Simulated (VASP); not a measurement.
# Li2RuN2 in VASP: a series of runs

Runs on Li2RuN2. Level: LDA. Tasks: single point.

Everything below comes from runs of VASP 6.6.1. Logs are shortened: lines on timing, memory, paths and dates and some standing lists are left out, and cuts for length are marked.

## (1) The cell of the first run

The typed cell holds 5 atoms: a = 3.164 Å, b = 3.178 Å, c = 5.212 Å, α = 90.21°, β = 90.57°, γ = 120.43°.

## (2) Single point, LDA

Input file INCAR:

```
SYSTEM = Li2RuN2
PREC     = Accurate       ! precision mode
ENCUT    = 520            ! plane-wave cutoff, eV
EDIFF    = 1E-7           ! SCF threshold, eV
ISMEAR   = 1              ! smearing method
SIGMA    = 0.15           ! smearing width, eV
LREAL    = .False.        ! projectors in reciprocal space
LASPH    = .True.         ! aspherical terms in the spheres
NELM     = 80             ! most SCF steps
ALGO     = Normal         ! electronic algorithm
ISIF     = 2              ! what is computed and relaxed
LWAVE    = .False.        ! write WAVECAR
LCHARG   = .True.         ! write CHGCAR
GGA      = CA             ! functional
LELF     = .True.         ! ELF
LVHAR    = .True.       
NBANDS   = 23             ! bands
```

Input file KPOINTS:

```
regular mesh
0
Gamma
  13 13 7
  0 0 0
```

Input file POSCAR:

```
Li2RuN2
1.0
    3.1642327000     -0.0158211635     -0.0158211635
   -1.5958178796      2.7482164918     -0.0057909478
   -0.0260572500     -0.0260572500      5.2114500000
Li Ru N
2 1 2
Direct
    0.6666666667      0.3333333333      0.3601800000
    0.3333333333      0.6666666667      0.6398200000
    0.0000000000      0.0000000000      0.0000000000
    0.6666666667      0.3333333333      0.7869890000
    0.3333333333      0.6666666667      0.2130110000
```

Potentials or basis: VASP PAW LDA potentials, release 64 (Li_sv, Ru_pv, N).

The run is started by

```
$ cat potpaw_LDA.64/Li_sv/POTCAR potpaw_LDA.64/Ru_pv/POTCAR potpaw_LDA.64/N/POTCAR > POTCAR
$ mpirun -np 1 vasp_std > vasp.out
```

OUTCAR:

```text
SYSTEM = Li2RuN2
   PREC = Accurate
   ENCUT = 520
   EDIFF = 1E-7
   ISMEAR = 1
   LREAL = .False.
   LASPH = .True.
   NELM = 80
   ISIF = 2
   GGA = CA

 ion  position               nearest neighbor table
   1  0.667  0.333  0.360-   5 1.97   5 1.98   5 1.99   2 2.32   2 2.35   2 2.35   3 2.60   3 2.63
                             3 2.63
   2  0.333  0.667  0.640-   4 1.97   4 1.98   4 1.99   1 2.32   1 2.35   1 2.35   3 2.60   3 2.63
                             3 2.63
   3  0.000  0.000  0.000-   5 2.13   4 2.13   5 2.14   4 2.14   4 2.14   5 2.14   2 2.60   1 2.60
                             2 2.63   1 2.63   1 2.63   2 2.63
   4  0.667  0.333  0.787-   2 1.97   2 1.98   2 1.99   3 2.13   3 2.14   3 2.14
   5  0.333  0.667  0.213-   1 1.97   1 1.98   1 1.99   3 2.13   3 2.14   3 2.14

  LATTYP: Found a triclinic cell.
 ALAT       =     3.1506152355
 B/A-ratio  =     1.0043472682
 C/A-ratio  =     1.6541468555
 COS(alpha) =     0.0099745013
 COS(beta)  =     0.0136846555
 COS(gamma) =     0.4934979101

  Lattice vectors:

 A1 = (   1.5684148204,   2.7323953283,  -0.0216121113)
 A2 = (   3.1642327000,  -0.0158211635,  -0.0158211635)
 A3 = (   0.0260572500,   0.0260572500,  -5.2114500000)

Analysis of symmetry for initial positions (statically):
=====================================================================
 Subroutine PRICEL returns:
 Original cell was already a primitive cell.

 Routine SETGRP: Setting up the symmetry group for a
 triclinic supercell.

 Subroutine GETGRP returns: Found  2 space group operations
 (whereof  2 operations were pure point group operations)
 out of a pool of  2 trial point group operations.

The static configuration has the point symmetry S_2 .

Analysis of symmetry for dynamics (positions and initial velocities):
=====================================================================
 Subroutine PRICEL returns:
 Original cell was already a primitive cell.

 Routine SETGRP: Setting up the symmetry group for a
 triclinic supercell.

 Subroutine GETGRP returns: Found  2 space group operations
 (whereof  2 operations were pure point group operations)
 out of a pool of  2 trial point group operations.

The dynamic configuration has the point symmetry S_2 .

 Subroutine INISYM returns: Found  2 space group operations
 (whereof  2 operations are pure point group operations),
 and found     1 'primitive' translations

----------------------------------------------------------------------------------------

                                     Primitive cell

  volume of cell :      45.1849

  direct lattice vectors                    reciprocal lattice vectors
     3.164232700 -0.015821163 -0.015821163     0.316965202  0.184058732  0.002505120
    -1.595817880  2.748216492 -0.005790948     0.001833875  0.364941100  0.001833875
    -0.026057250 -0.026057250  5.211450000     0.000964296  0.000964296  0.191894819

  length of vectors
     3.164311805  3.177949359  5.211580285     0.366538991  0.364950316  0.191899665

  position of ions in fractional coordinates (direct lattice)
     0.666666667  0.333333333  0.360180000
     0.333333333  0.666666667  0.639820000
     0.000000000  0.000000000  0.000000000
     0.666666667  0.333333333  0.786989000
     0.333333333  0.666666667  0.213011000

  ion indices of the primitive-cell ions
   primitive index   ion index
                 1           1
                 2           2
                 3           3
                 4           4
                 5           5

----------------------------------------------------------------------------------------

 KPOINTS: regular mesh

Automatic generation of k-mesh.
 Grid dimensions read from file:
 generate k-points for:   13   13    7

 Generating k-lattice:

  Cartesian coordinates                     Fractional coordinates (reciprocal lattice)
     0.024381939  0.014158364  0.000192702     0.076923077 -0.000000000  0.000000000
     0.000141067  0.028072392  0.000141067     0.000000000  0.076923077 -0.000000000
     0.000137757  0.000137757  0.027413546    -0.000000000  0.000000000  0.142857143

  Length of vectors
     0.028195307  0.028073101  0.027414238

  Shift w.r.t. Gamma in fractional coordinates (k-lattice)
     0.000000000  0.000000000  0.000000000

 Subroutine IBZKPT returns following result:
 ===========================================

 Found    592 irreducible k-points:

 Following reciprocal coordinates:
            Coordinates               Weight
  0.000000  0.000000  0.000000      1.000000
  0.076923  0.000000  0.000000      2.000000
  0.153846 -0.000000  0.000000      2.000000
  0.230769  0.000000  0.000000      2.000000
  0.307692 -0.000000  0.000000      2.000000
  0.384615 -0.000000  0.000000      2.000000
[... 16 lines left out ...]
  0.153846  0.153846  0.000000      2.000000
  0.230769  0.153846  0.000000      2.000000
 [... further k-points ...]
   k-points           NKPTS =    592   k-points in BZ     NKDIM =    592   number of bands    NBANDS=     23
   number of dos      NEDOS =    301   number of ions     NIONS =      5
   total plane-waves  NPLWV =  23040
   dimension x,y,z NGX =    24 NGY =   24 NGZ =   40
   dimension x,y,z NGXF=    48 NGYF=   48 NGZF=   80
   ions per type =               2   1   2
   NGX,Y,Z   is equivalent  to a cutoff of  12.61, 12.55, 12.76 a.u.
   NGXF,Y,Z  is equivalent  to a cutoff of  25.22, 25.11, 25.52 a.u.
 SYSTEM =  Li2RuN2
   PREC   = accura    normal or accurate (medium, high low for compatibility)
   ISTART =      0    job   : 0-new  1-cont  2-samecut
   ICHARG =      2    charge: 1-file 2-atom 10-const
   ISPIN  =      1    spin polarized calculation?
   LNONCOLLINEAR =      F non collinear calculations
   LSORBIT =      F    spin-orbit coupling
   LASPH  =      T    aspherical Exc in radial PAW
   ENCUT  =  520.0 eV  38.22 Ry    6.18 a.u.   5.88  5.91  9.69*2*pi/ulx,y,z
   NELM   =     80;   NELMIN=  2; NELMDL= -5     # of ELM steps
   EDIFF  = 0.1E-06   stopping-criterion for ELM
   LREAL  =      F    real-space projection
   EDIFFG = 0.1E-05   stopping-criterion for IOM
   NSW    =      0    number of steps for IOM
   IBRION =     -1    ionic relax: 0-MD 1-quasi-New 2-CG
   NFREE  =      0    steps in history (QN), initial steepest desc. (CG)
   ISIF   =      2    stress and relaxation
   ISYM   =      2    0-nonsym 1-usesym 2-fastsym
   POTIM  = 0.5000    time-step for ionic-motion
   TEBEG  =    0.0;   TEEND  =   0.0 temperature during run
   PSTRESS=    0.0 pullay stress
   NELECT =      30.0000    total number of electrons
   NUPDOWN=      -1.0000    fix difference up-down
   EMIN   =  10.00;   EMAX   =-10.00  energy-range for DOS
   EFERMI =   0.00;   METHOD = LEGACY
   ISMEAR =     1;   SIGMA  =   0.15  broadening in eV -4-tet -1-fermi 0-gaus
   EFERMI_NEDOS =   21; number of points for ismear=-14 and -15
   IALGO  =     38    algorithm
   IMIX   =      4    mixing-type and parameters
     AMIX     =   0.40;   BMIX     =  1.00
     AMIX_MAG =   1.60;   BMIX_MAG =  1.00
  volume/ion in A,a.u.               =       9.04        60.98
  Fermi-wavevector in a.u.,A,eV,Ry     =   1.428184  2.698876 27.751929  2.039709
  Thomas-Fermi vector in A             =   2.548273
   LORBIT       =      0    0 simple, 1 ext, 2 COOP (PROOUT), +10 PAW based schemes
   GGA     = CA    functional components
   LHFCALC =     F    Hartree Fock is set to
   AEXX    =    0.0000 exact exchange contribution
   IVDW    =     0    specifies the selected vdW correction
   LEPSILON=     F    determine dielectric tensor
   LRPA    =     F    only Hartree local field effects (RPA)
 non-spin polarized calculation
 Methfessel and Paxton  Order N= 1 SIGMA  =   0.15
  energy-cutoff  :      520.00
  volume of cell :       45.18
 maximum number of plane-waves:      1234
   NGX = 11   NGY = 11   NGZ = 19

 number of electron      30.0000009 magnetization

 Free energy of the ion-electron system (eV)
  ---------------------------------------------------
  ext. energy  EPLUGINS =         0.00000000
  ---------------------------------------------------
  free energy    TOTEN  =       -34.10144779 eV

  energy without entropy =      -34.10193601  energy(sigma->0) =      -34.10161053

 E-fermi :   6.9243     XC(G=0): -11.9231

 val. band max:        6.9240175584   @ k =  -0.3846   0.3846   0.2857
 cond. band min:       6.9247880753   @ k =  -0.0000  -0.0769   0.1429
 fundamental gap:      0.0007705169
 Fermi energy:         6.9242921669

 k-point     1 :       0.0000    0.0000    0.0000
  band No.  band energies     occupation
      1     -37.3071      2.00000
      2     -37.1607      2.00000
      3     -36.1908      2.00000
      4     -36.0680      2.00000
      5     -36.0518      2.00000
      6      -8.3800      2.00000
[... 15 lines left out ...]
     22      16.6655      0.00000
     23      17.8143      0.00000

 k-point     2 :       0.0769    0.0000    0.0000
  band No.  band energies     occupation
      1     -37.3044      2.00000
      2     -37.1610      2.00000
      3     -36.1902      2.00000
      4     -36.0776      2.00000
      5     -36.0550      2.00000
      6      -8.3066      2.00000
[... 15 lines left out ...]
     22      16.6656      0.00000
     23      17.9557      0.00000

 k-point     3 :       0.1538   -0.0000    0.0000
  band No.  band energies     occupation
      1     -37.2966      2.00000
      2     -37.1623      2.00000
      3     -36.1886      2.00000
      4     -36.1051      2.00000
      5     -36.0626      2.00000
      6      -8.0994      2.00000
[... 15 lines left out ...]
     22      16.6657      0.00000
     23      17.8671      0.00000

 k-point     4 :       0.2308    0.0000    0.0000
  band No.  band energies     occupation
      1     -37.2846      2.00000
      2     -37.1655      2.00000
      3     -36.1864      2.00000
      4     -36.1439      2.00000
      5     -36.0728      2.00000
      6      -7.7997      2.00000
[... 15 lines left out ...]
     22      16.6669      0.00000
     23      17.7576      0.00000

 k-point     5 :       0.3077   -0.0000    0.0000
  band No.  band energies     occupation
      1     -37.2697      2.00000
      2     -37.1712      2.00000
      3     -36.1898      2.00000
      4     -36.1791      2.00000
      5     -36.0833      2.00000
      6      -7.4909      2.00000
[... 15 lines left out ...]
     22      16.9812      0.00000
     23      17.5207      0.00000

 k-point     6 :       0.3846   -0.0000    0.0000
  band No.  band energies     occupation
      1     -37.2544      2.00000
      2     -37.1789      2.00000
      3     -36.2204      2.00000
      4     -36.1801      2.00000
      5     -36.0919      2.00000
      6      -7.3115      2.00000
[... 15 lines left out ...]
     22      16.7230      0.00000
     23      17.0876      0.00000

 k-point     7 :       0.4615    0.0000    0.0000
  band No.  band energies     occupation
      1     -37.2434      2.00000
      2     -37.1859      2.00000
      3     -36.2391      2.00000
      4     -36.1790      2.00000
      5     -36.0968      2.00000
      6      -7.2803      2.00000
[... 353 lines left out ...]
     22      16.6655      0.00000
     23      17.8201      0.00000

 k-point    21 :       0.0000    0.1538   -0.0000
  band No.  band energies     occupation
      1     -37.2970      2.00000
      2     -37.1621      2.00000
      3     -36.1884      2.00000
      4     -36.1020      2.00000
      5     -36.0651      2.00000
      6      -8.0985      2.00000
[... 15 lines left out ...]
     22      16.6656      0.00000
     23      17.7939      0.00000

 k-point    22 :       0.0769    0.1538    0.0000
  band No.  band energies     occupation
      1     -37.2897      2.00000
      2     -37.1638      2.00000
      3     -36.1866      2.00000
      4     -36.1291      2.00000
      5     -36.0697      2.00000
      6      -7.9063      2.00000
[... 15 lines left out ...]
     22      16.6659      0.00000
     23      17.7009      0.00000

 k-point    23 :       0.1538    0.1538    0.0000
  band No.  band energies     occupation
      1     -37.2782      2.00000
      2     -37.1675      2.00000
      3     -36.1848      2.00000
      4     -36.1606      2.00000
      5     -36.0814      2.00000
      6      -7.6268      2.00000
[... 15 lines left out ...]
     22      16.6665      0.00000
     23      17.3874      0.00000

 k-point    24 :       0.2308    0.1538    0.0000
  band No.  band energies     occupation
      1     -37.2636      2.00000
      2     -37.1739      2.00000
      3     -36.1943      2.00000
      4     -36.1797      2.00000
      5     -36.0961      2.00000
      6      -7.3301      2.00000
[... 15 lines left out ...]
     22      16.7430      0.00000
     23      17.1116      0.00000

 [... further k-points ...]

------------------------ aborting loop because EDIFF is reached ----------------------------------------

  FORCE on cell =-STRESS in cart. coord.  units (eV):
  Direction    XX          YY          ZZ          XY          YZ          ZX
  --------------------------------------------------------------------------------------
  -------------------------------------------------------------------------------------
  Total       -4.1746165     -4.0875433     -3.4090868      0.0709547      0.2932083      0.2483389
  in kB     -148.0245724   -144.9371094   -120.8802340      2.5159304     10.3966517      8.8056622
  external PRESSURE =    -137.9473053 kB  Pullay stress =       0.0000000 kB

 VOLUME and BASIS-vectors are now :
 -----------------------------------------------------------------------------
  energy-cutoff  :      520.00
  volume of cell :       45.18
      direct lattice vectors                 reciprocal lattice vectors
     3.164232700 -0.015821163 -0.015821163     0.316965202  0.184058732  0.002505120
    -1.595817880  2.748216492 -0.005790948     0.001833875  0.364941100  0.001833875
    -0.026057250 -0.026057250  5.211450000     0.000964296  0.000964296  0.191894819

 POSITION                                       TOTAL-FORCE (eV/Angst)
 -----------------------------------------------------------------------------------
      1.56816      0.89614      1.86458        -0.011663      0.010324     -0.171416
     -0.02581      1.81020      3.32526         0.011663     -0.010324      0.171416
      0.00000      0.00000      0.00000         0.000000      0.000000      0.000000
      1.55704      0.88502      4.08888        -0.004212     -0.016735      0.613237
     -0.01468      1.82132      1.10096         0.004212      0.016735     -0.613237
 -----------------------------------------------------------------------------------
    total drift:                                0.000000      0.000000     -0.000000

  FREE ENERGIE OF THE ION-ELECTRON SYSTEM (eV)
  ---------------------------------------------------
  free  energy   TOTEN  =       -34.1014477923 eV

  energy  without entropy=      -34.1019360124  energy(sigma->0) =      -34.10161053
```

It took 13 min on 1 thread of Intel Xeon 8259CL, shared host; peak memory 0.6 GiB.

What came out:

```
Free energy            : -34.1014 eV
Largest force          : 0.613 eV/Å
Band gap on the k mesh : zero (bands 15 and 16 overlap by 0.50 eV)
```

Forces on the atoms (eV/Å):
```
Li  -0.012  0.010 -0.171
Li   0.012 -0.010  0.171
Ru   0.000  0.000  0.000
N   -0.004 -0.017  0.613
N    0.004  0.017 -0.613
```

Caveat: the cutoff is under 1.25 times the usual one of these potentials, so pressure, stress and relaxed cells hold a basis-set (Pulay) error.

[end of part 1 of 2]
